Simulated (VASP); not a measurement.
# H8CO6 in VASP: notebook, part 2 of 2

VASP 6.6.1. The steps go on from the part before.

## Step 3: Single point, PBE+D3(BJ)

INCAR

```
PREC = Accurate ; ENCUT = 520
EDIFF = 1E-7 ; ISMEAR = -1
SIGMA = 0.02 ; LREAL = Auto
LASPH = True ; NELM = 60
ALGO = Normal ; ISIF = 2
LWAVE = False ; LCHARG = False
GGA = PE ; IVDW = 12
NBANDS = 37
```

KPOINTS

```
regular mesh
0
Gamma
  1 1 1
```

POSCAR

```
H8CO6
1.0
    6.2299620000      0.0000000000      0.0000000000
    0.0000000000      6.2299620000      0.0000000000
    0.0000000000      0.0000000000      6.2299620000
O H C
6 8 1
Direct
    0.9029429072      0.9340024867      0.2595842479
    0.5343210761      0.1645756427      0.6377406475
    0.9980478212      0.3619604742      1.0278072322
    0.4659257954      0.2063254960      0.1993912643
    0.0326326228      0.4898264227      0.5293290713
    0.3177547471      0.7060235680      0.6503089425
    0.7907271345      0.9340024867      0.3708369329
    1.0411781003      0.9660733083      0.3068879072
    0.4816401769      0.2741589756      0.5328122387
    0.4916402379      0.0378011937      0.5720099095
    0.9861536876      0.2155871898      1.1101993881
    0.9459768775      0.2880755934      0.9006796510
    0.3702590802      0.1478179161      0.0941899806
    0.6172589817      0.1608035490      0.1709320217
    0.1613171958      0.5801640524      0.6190567455
```

Potentials or basis: VASP PAW PBE potentials, release 64 (O, H, C).

The run is started by

```
$ cat potpaw_PBE.64/O/POTCAR potpaw_PBE.64/H/POTCAR potpaw_PBE.64/C/POTCAR > POTCAR
$ mpirun -np 1 vasp_gam > vasp.out
```

OUTCAR:

```text
PREC = Accurate
   ENCUT = 520
   EDIFF = 1E-7
   ISMEAR = -1
   LREAL = Auto
   LASPH = True
   NELM = 60
   ISIF = 2
   GGA = PE
   IVDW = 12
 IVDW          = 12

 ion  position               nearest neighbor table
   1  0.903  0.934  0.260-   8 0.93   7 0.98
   2  0.534  0.165  0.638-  10 0.93   9 1.00
   3  0.998  0.362  0.028-  12 0.97  11 1.05
   4  0.466  0.206  0.199-  13 0.96  14 1.00
[... 260 lines left out ...]
  energy-cutoff  :      520.00
  volume of cell :      241.80
      direct lattice vectors                 reciprocal lattice vectors
     6.229962000  0.000000000  0.000000000     0.160514623  0.000000000  0.000000000
     0.000000000  6.229962000  0.000000000     0.000000000  0.160514623  0.000000000
     0.000000000  0.000000000  6.229962000     0.000000000  0.000000000  0.160514623

 POSITION                                       TOTAL-FORCE (eV/Angst)
 -----------------------------------------------------------------------------------
      5.62530      5.81880      1.61720        -2.620159     -0.352678     -1.372729
      3.32880      1.02530      3.97310         0.442609      2.858379      0.482922
      6.21780      2.25500      0.17324        -0.240481     -3.153348      0.950947
      2.90270      1.28540      1.24220         1.196896      0.003212      0.798893
      0.20330      3.05160      3.29770        -3.984556     -3.110625     -1.304691
      1.97960      4.39850      4.05140        -4.206927     -3.509197      0.261018
      4.92620      5.81880      2.31030         1.045974      0.197836      0.006700
      0.25654      6.01860      1.91190         1.731745      0.318475      1.521981
      3.00060      1.70800      3.31940         0.615296     -0.840206      0.657133
      3.06290      0.23550      3.56360        -0.846631     -2.214066     -0.934078
      6.14370      1.34310      0.68654         0.254198      2.328683     -0.143035
      5.89340      1.79470      5.61120        -0.288703      0.711995     -1.016896
      2.30670      0.92090      0.58680         0.090524     -0.119220     -0.778009
      3.84550      1.00180      1.06490        -1.374002      0.252464     -0.232198
      1.00500      3.61440      3.85670         8.184219      6.628296      1.102042
 -----------------------------------------------------------------------------------
    total drift:                                0.003264      0.006134     -0.003698

  FREE ENERGIE OF THE ION-ELECTRON SYSTEM (eV)
  ---------------------------------------------------
  free  energy   TOTEN  =       -79.5991091085 eV

  energy  without entropy=      -79.5991091085  energy(sigma->0) =      -79.59910911
```

OSZICAR:

```text
N       E                     dE             d eps       ncg     rms          rms(c)
DAV:   1     0.401193099591E+03    0.40119E+03   -0.24463E+04    74   0.113E+03
DAV:   2    -0.470442699288E+02   -0.44824E+03   -0.43592E+03   103   0.291E+02
DAV:   3    -0.873677911835E+02   -0.40324E+02   -0.40035E+02    92   0.934E+01
DAV:   4    -0.879639949538E+02   -0.59620E+00   -0.59427E+00    84   0.127E+01
DAV:   5    -0.879722817026E+02   -0.82867E-02   -0.82792E-02    92   0.145E+00    0.182E+01
DAV:   6    -0.796730515529E+02    0.82992E+01   -0.26868E+01    84   0.261E+01    0.759E+00
DAV:   7    -0.793736166884E+02    0.29943E+00   -0.99394E-01    92   0.539E+00    0.458E+00
DAV:   8    -0.792073248956E+02    0.16629E+00   -0.23281E-01    92   0.297E+00    0.105E+00
DAV:   9    -0.791973567658E+02    0.99681E-02   -0.26544E-02    92   0.119E+00    0.310E-01
DAV:  10    -0.791979600301E+02   -0.60326E-03   -0.62660E-03    92   0.472E-01    0.172E-01
DAV:  11    -0.791981344264E+02   -0.17440E-03   -0.26881E-03    84   0.330E-01    0.718E-02
DAV:  12    -0.791979382572E+02    0.19617E-03   -0.43661E-04    92   0.151E-01    0.427E-02
DAV:  13    -0.791978413895E+02    0.96868E-04   -0.12558E-04    84   0.744E-02    0.139E-02
DAV:  14    -0.791978372324E+02    0.41571E-05   -0.13689E-05    92   0.249E-02    0.700E-03
DAV:  15    -0.791978366795E+02    0.55292E-06   -0.47570E-06    84   0.141E-02    0.255E-03
DAV:  16    -0.791978367732E+02   -0.93686E-07   -0.85360E-07    92   0.618E-03
   1 F= -.79599109E+02 E0= -.79599109E+02  d E =-.344121E-10
```

stdout:

```text
POSCAR found type information on POSCAR O H C
 POSCAR found :  3 types and      15 ions
 scaLAPACK will be used
 LDA part: xc-table for (Slater+PW92), standard interpolation
 POSCAR, INCAR and KPOINTS ok, starting setup
 FFT: planning ... GRIDC
 FFT: planning ... GRID_SOFT
 FFT: planning ... GRID
 WAVECAR not read
 entering main loop
```

It took 30 s on 1 thread of AMD EPYC 7R13 (Zen 3), shared host; peak memory 0.27 GiB.

Results:

* Free energy: -79.5991 eV
* Pressure: -0.4 GPa
* Largest force: 10.589 eV/Å
* Band gap on the k mesh: 3.84 eV
* Dispersion energy per atom: -0.027 eV

Forces in eV/Å, atoms in the order of the input:
```
O   -2.620 -0.353 -1.373
O    0.443  2.858  0.483
O   -0.240 -3.153  0.951
O    1.197  0.003  0.799
O   -3.985 -3.111 -1.305
O   -4.207 -3.509  0.261
H    1.046  0.198  0.007
H    1.732  0.318  1.522
H    0.615 -0.840  0.657
H   -0.847 -2.214 -0.934
H    0.254  2.329 -0.143
H   -0.289  0.712 -1.017
H    0.091 -0.119 -0.778
H   -1.374  0.252 -0.232
C    8.184  6.628  1.102
```

Stress tensor (GPa, compression positive):
```
-1.26  0.07  2.24
 0.07 -1.84  2.09
 2.24  2.09  1.95
```

Caveat: the k points lie up to 1.01 Å⁻¹ apart.

## Step 4: Relaxation of the atoms, PBE+D3(BJ)

INCAR

```
SYSTEM = H8CO6
PREC     = Accurate       ! precision mode
ENCUT    = 520            ! plane-wave cutoff, eV
EDIFF    = 1E-6           ! SCF threshold, eV
ISMEAR   = -1             ! smearing method
SIGMA    = 0.02           ! smearing width, eV
LREAL    = Auto         
LASPH    = .True.         ! aspherical terms in the spheres
NELM     = 80             ! most SCF steps
ALGO     = Normal         ! electronic algorithm
ISIF     = 2              ! what is computed and relaxed
LWAVE    = .False.        ! write WAVECAR
LCHARG   = .False.        ! write CHGCAR
GGA      = PE             ! functional
IVDW     = 12             ! dispersion correction
IBRION   = 2              ! ionic algorithm
NSW      = 35             ! ionic steps
EDIFFG   = -0.3           ! ionic threshold
```

KPOINTS

```
regular mesh
0
Gamma
  1 1 1
  0 0 0
```

POSCAR

```
H8CO6
1.0
    6.2299620000      0.0000000000      0.0000000000
    0.0000000000      6.2299620000      0.0000000000
    0.0000000000      0.0000000000      6.2299620000
O H C
6 8 1
Direct
    0.8343483000      0.9040086000      0.0878526000
    0.5699783000      0.0426884000      0.5826909000
    0.8204013000      0.5456659000      0.8237022000
    0.3339680000      0.1475846000      0.1847064000
    0.1323557000      0.8146027000      0.5134652000
    0.3827196000      0.6143799000      0.7144699000
    0.9763228000      0.9575816000      0.1216717000
    0.7512521000      1.0324817000      0.0602798000
    0.5742325000      0.0780974000      0.4313678000
    0.7196186000      0.0272060000      0.6219163000
    0.6712245000      0.5131711000      0.8530439000
    0.8599502000      0.4440157000      0.7129156000
    0.3354068000      0.1552149000      0.0294316000
    0.3286424000      0.2963280000      0.2296243000
    0.2575377000      0.7144913000      0.6139676000
```

The run is started by

```
$ cat potpaw_PBE.64/O/POTCAR potpaw_PBE.64/H/POTCAR potpaw_PBE.64/C/POTCAR > POTCAR
$ mpirun -np 1 vasp_gam > vasp.out
```

It took 10 min on 1 thread of AMD EPYC 7R13 (Zen 3), shared host; peak memory 0.28 GiB.

Results (log left out):

- Free energy: -80.9941 eV
- Energy gained by relaxing: 25.1 meV/atom
- Ionic steps: 29
- Pressure after relaxing: -0.5 GPa
- Largest force after relaxing: 0.286 eV/Å
- Band gap on the k mesh: 4.17 eV
- Dispersion energy per atom: -0.026 eV

Forces in eV/Å, atoms in the order of the input:
```
O   -0.145  0.110 -0.017
O    0.149 -0.009  0.244
O   -0.065 -0.067  0.026
O   -0.019  0.045  0.008
O   -0.101  0.025 -0.002
O   -0.050  0.007  0.006
H    0.062  0.023  0.075
H    0.070  0.027  0.025
H   -0.044 -0.005 -0.196
H   -0.082 -0.019 -0.049
H    0.275  0.063  0.028
H   -0.145 -0.225 -0.077
H    0.066  0.038 -0.111
H   -0.030 -0.040 -0.046
C    0.058  0.026  0.085
```

Stress tensor (GPa, compression positive):
```
-0.83 -0.06  0.01
-0.06 -0.23  0.23
 0.01  0.23 -0.45
```

The path:
```
step  energy change (eV)  largest force (eV/Å)  pressure (GPa)
   1              0.0000                0.5955            0.14
   2              0.0238                3.1993            0.11
   3             -0.0216                0.9308            0.10
   4             -0.0413                1.8035           -0.15
   5             -0.0414                1.6646           -0.13
   6             -0.0553                1.4597           -0.23
   7             -0.0872                0.8930           -0.57
   8             -0.1044                0.9851           -1.36
   9             -0.1063                0.7217           -1.15
  10             -0.1255                0.6885           -0.90
  11             -0.1597                0.8591           -0.16
  12             -0.1432                1.8373            1.18
  13             -0.1654                1.0429            0.36
  14             -0.1829                0.7675            0.32
  15             -0.2205                1.8599            0.17
  16             -0.2131                5.5309           -0.31
  17             -0.2327                3.3089            0.00
  18             -0.2442                3.1320           -0.09
  19             -0.2737                2.6250           -0.39
  20             -0.3049                1.6578           -1.04
  21             -0.3057                1.4630           -1.20
  22             -0.3182                1.0472           -1.12
  23             -0.3343                1.3956           -0.86
  24             -0.3446                0.9574           -0.72
  25             -0.3528                0.3794           -0.43
  26             -0.3564                0.3640           -0.43
  27             -0.3650                0.3720           -0.44
  28             -0.3726                0.6199           -0.47
  29             -0.3766                0.2862           -0.51
```

Final structure:
```cif
data_structure
_symmetry_space_group_name_H-M 'P 1'
_symmetry_Int_Tables_number 1
_cell_length_a 6.2300
_cell_length_b 6.2300
_cell_length_c 6.2300
_cell_angle_alpha 90.000
_cell_angle_beta 90.000
_cell_angle_gamma 90.000
_cell_volume 241.80
loop_
_atom_site_label
_atom_site_type_symbol
_atom_site_fract_x
_atom_site_fract_y
_atom_site_fract_z
_atom_site_occupancy
O1 O 0.83158 0.91667 0.09734 1
O2 O 0.58352 0.07686 0.58872 1
O3 O 0.84110 0.49910 0.83404 1
O4 O 0.34335 0.15240 0.17627 1
O5 O 0.13598 0.82480 0.51054 1
O6 O 0.36225 0.60695 0.71937 1
H1 H 0.97531 0.96456 0.13510 1
H2 H 0.75396 0.04813 0.06318 1
H3 H 0.56031 0.05958 0.43518 1
H4 H 0.71445 0.99668 0.61953 1
H5 H 0.68990 0.53940 0.84427 1
H6 H 0.84839 0.42461 0.69745 1
H7 H 0.34204 0.16122 0.02042 1
H8 H 0.31681 0.29898 0.22334 1
C1 C 0.24900 0.71758 0.61634 1
```

Levels at points of the mesh, in eV from the valence-band top:
| k point | band 20 | band 21 | band 22 | band 23 | band 24 | band 25 | band 26 | band 27 | band 28 | band 29 |
| --- | --- | --- | --- | --- | --- | --- | --- | --- | --- | --- |
| (0.00, 0.00, 0.00) | -1.97 | -1.11 | -0.47 | -0.17 | 0.00 | 4.17 | 6.15 | 6.25 | 7.47 | 7.66 |

Caveat: the k points lie up to 1.01 Å⁻¹ apart; the relaxation stopped at a loose force limit of 0.3 eV/Å, so its end isn't a converged minimum.
